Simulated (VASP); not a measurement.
# Ta (P6_3/mmc) in VASP: notebook, part 2 of 2

VASP 6.6.1. The steps go on from the part before.

## 3. Single point, BLYP

This run uses another cell than the first one, of 19.36 Å³/atom, 1.042 times its volume.

Contents of INCAR:

```
SYSTEM = Ta
AGGAC    = 1.0          
AGGAX    = 1.0          
ALDAC    = 0.0          
ALDAX    = 1.0          
ALGO     = Normal         ! electronic algorithm
EDIFF    = 1E-6           ! SCF threshold, eV
ENCUT    = 520            ! plane-wave cutoff, eV
GGA      = B5             ! functional
ISIF     = 2              ! what is computed and relaxed
ISMEAR   = -1             ! smearing method
LASPH    = .TRUE.         ! aspherical terms in the spheres
LCHARG   = .FALSE.        ! write CHGCAR
LREAL    = .FALSE.        ! projectors in reciprocal space
LWAVE    = .FALSE.        ! write WAVECAR
NBANDS   = 18             ! bands
NELM     = 100            ! most SCF steps
PREC     = Accurate       ! precision mode
SIGMA    = 0.1            ! smearing width, eV
```

Contents of KPOINTS:

```
k-points
0
G
  20 20 10
  0 0 0
```

Contents of POSCAR:

```
Ta
1.0
    2.9176009711      0.0000000000      0.0000000000
   -1.4588004856      2.5267165590      0.0000000000
    0.0000000000      0.0000000000      5.2523838682
Ta
2
Direct
    0.3333333333      0.6666666667      0.2500000000
    0.6666666667      0.3333333333      0.7500000000
```

Potentials or basis: VASP PAW PBE potentials, release 64 (Ta_pv).

Run with:

```console
$ cat potpaw_PBE.64/Ta_pv/POTCAR > POTCAR
$ mpirun -np 1 vasp_std > vasp.out
```

OUTCAR:

```text
SYSTEM = Ta
   EDIFF = 1E-6
   ENCUT = 520
   GGA = B5
   ISIF = 2
   ISMEAR = -1
   LASPH = .TRUE.
   LREAL = .FALSE.
   NELM = 100
   PREC = Accurate

 ion  position               nearest neighbor table
   1  0.333  0.667  0.250-   2 3.12   2 3.12   2 3.12   2 3.12   2 3.12   2 3.12
   2  0.667  0.333  0.750-   1 3.12   1 3.12   1 3.12   1 3.12   1 3.12   1 3.12

  LATTYP: Found a hexagonal cell.
 ALAT       =     2.9176009711
 C/A-ratio  =     1.8002406498

  Lattice vectors:

 A1 = (   2.9176009711,   0.0000000000,   0.0000000000)
 A2 = (  -1.4588004856,   2.5267165590,   0.0000000000)
 A3 = (   0.0000000000,   0.0000000000,   5.2523838682)

Analysis of symmetry for initial positions (statically):
=====================================================================
 Subroutine PRICEL returns:
 Original cell was already a primitive cell.

 Routine SETGRP: Setting up the symmetry group for a
 hexagonal supercell.

 Subroutine GETGRP returns: Found 24 space group operations
 (whereof 12 operations were pure point group operations)
 out of a pool of 24 trial point group operations.

The static configuration has the point symmetry D_3d.
[... 162 lines left out ...]

 E-fermi :   5.8649     XC(G=0): -11.6218

 val. band max:        5.8627678027   @ k =   0.1500   0.1000   0.3000
 cond. band min:       5.8711818652   @ k =   0.3000   0.1000   0.4000
 fundamental gap:      0.0084140626
 Fermi energy:         5.8648986357

 k-point     1 :       0.0000    0.0000    0.0000
  band No.  band energies     occupation
      1     -28.5708      2.00000
      2     -27.8464      2.00000
      3     -27.6918      2.00000
      4     -27.6918      2.00000
      5     -27.6206      2.00000
      6     -27.6206      2.00000
[... 481 lines left out ...]
      5     -27.8883      2.00000
      6     -27.7991      2.00000
[... 10 lines left out ...]
     17      10.7292      0.00000
     18      13.3401      0.00000

 [... further k-points ...]

------------------------ aborting loop because EDIFF is reached ----------------------------------------

  FORCE on cell =-STRESS in cart. coord.  units (eV):
  Direction    XX          YY          ZZ          XY          YZ          ZX
  --------------------------------------------------------------------------------------
  -------------------------------------------------------------------------------------
  Total        0.2828678      0.2828678      0.1701683     -0.0000000      0.0000000     -0.0000000
  in kB       11.7045622     11.7045622      7.0412614     -0.0000000      0.0000000     -0.0000000
  external PRESSURE =      10.1501286 kB  Pullay stress =       0.0000000 kB

 VOLUME and BASIS-vectors are now :
 -----------------------------------------------------------------------------
  energy-cutoff  :      520.00
  volume of cell :       38.72
      direct lattice vectors                 reciprocal lattice vectors
     2.917600971  0.000000000  0.000000000     0.342747350  0.197885275  0.000000000
    -1.458800486  2.526716559  0.000000000     0.000000000  0.395770549  0.000000000
     0.000000000  0.000000000  5.252383868     0.000000000  0.000000000  0.190389740

 POSITION                                       TOTAL-FORCE (eV/Angst)
 -----------------------------------------------------------------------------------
     -0.00000      1.68448      1.31310        -0.000000      0.000000      0.000000
      1.45880      0.84224      3.93929         0.000000      0.000000      0.000000
 -----------------------------------------------------------------------------------
    total drift:                                0.000000     -0.000000      0.000000

  FREE ENERGIE OF THE ION-ELECTRON SYSTEM (eV)
  ---------------------------------------------------
  free  energy   TOTEN  =       -20.1334317852 eV

  energy  without entropy=      -20.0431319790  energy(sigma->0) =      -20.08828188
```

OSZICAR:

```text
N       E                     dE             d eps       ncg     rms          rms(c)
DAV:   1     0.174614909049E+03    0.17461E+03   -0.12735E+04  9520   0.125E+03
DAV:   2    -0.166176596828E+02   -0.19123E+03   -0.18813E+03 11584   0.354E+02
DAV:   3    -0.209596000449E+02   -0.43419E+01   -0.42679E+01 11444   0.502E+01
DAV:   4    -0.209940580189E+02   -0.34458E-01   -0.34389E-01 10754   0.464E+00
DAV:   5    -0.209943397009E+02   -0.28168E-03   -0.28165E-03 10818   0.399E-01    0.166E+01
DAV:   6    -0.203247989560E+02    0.66954E+00   -0.76287E-01 10396   0.760E+00    0.785E+00
DAV:   7    -0.201344078704E+02    0.19039E+00   -0.60649E-01 10878   0.646E+00    0.489E-01
DAV:   8    -0.201333689153E+02    0.10390E-02   -0.10517E-02 10446   0.878E-01    0.107E-01
DAV:   9    -0.201334338721E+02   -0.64957E-04   -0.27198E-04 11150   0.132E-01    0.606E-02
DAV:  10    -0.201334340051E+02   -0.13300E-06   -0.58870E-05 11322   0.611E-02    0.621E-03
DAV:  11    -0.201334325099E+02    0.14952E-05   -0.29917E-06  9546   0.121E-02    0.377E-03
DAV:  12    -0.201334317852E+02    0.72466E-06   -0.76654E-07  5030   0.843E-03
   1 F= -.20133432E+02 E0= -.20088282E+02  d E =-.902998E-01
```

Wall time 2.6 min (1 thread of AMD EPYC 7R43 (Zen 3), shared host); peak memory 0.23 GiB.

What came out:

```yaml
Free_energy: -20.1334 eV
Pressure: 1.0 GPa
Band_gap_on_the_k_mesh: zero (band 11 reaches 7.46 eV, above the bottom of band 12 at 5.16 eV)
```

Stress tensor (GPa, compression positive):
```
1.17 0.00 0.00
0.00 1.17 0.00
0.00 0.00 0.70
```

Levels at points of the mesh, in eV from the Fermi level:
```csv
k point,band 9,band 10,band 11,band 12,band 13,band 14
"(0.00, 0.00, 0.00)",-0.69,0.03,0.57,0.57,1.07,1.07
"(0.50, 0.00, 0.00)",-3.13,-0.39,-0.29,0.41,0.89,5.15
"(0.00, 0.00, 0.50)",-1.17,-1.17,0.62,0.62,0.62,0.62
"(0.50, 0.00, 0.50)",-2.24,-2.24,1.59,1.59,2.51,2.51
```

Caveat: the PAW data sets were made with another functional, which shifts forces and pressure a little; spin-orbit coupling is left out, which moves the levels of the heavy elements.
